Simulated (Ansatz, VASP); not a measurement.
**GaP: VASP beside Ansatz**

```
Ga P
1.0
     0.00000    2.72541    2.72541
     2.72541    0.00000    2.72541
     2.72541    2.72541    0.00000
Ga P
1 1
Direct
  0.00000 0.00000 0.00000
  0.25000 0.25000 0.25000
```

Alike in both runs: task single point; functional r2SCAN; k mesh 6 × 6 × 6; no spin polarisation.

|  | VASP | Ansatz |
| --- | --- | --- |
| version | VASP 6.6.1 | Ansatz 0.2.0 |
| potentials or method | VASP PAW PBE potentials, release 64 (Ga_d, P) | plane waves, PAW |
| plane-wave cutoff (eV) | 550 | 500 |
| occupations | gaussian, width 0.01 eV | fixed |
| valence electrons in the cell | 18 | 18 |

```tsv
	VASP	Ansatz	Ansatz less VASP
gap on the k mesh at the Fermi level (eV)	1.91	1.90	-0.005
pressure (GPa)	0.0	0.1	+0.06
```

VASP's potentials were made for PBE, not for r2SCAN.
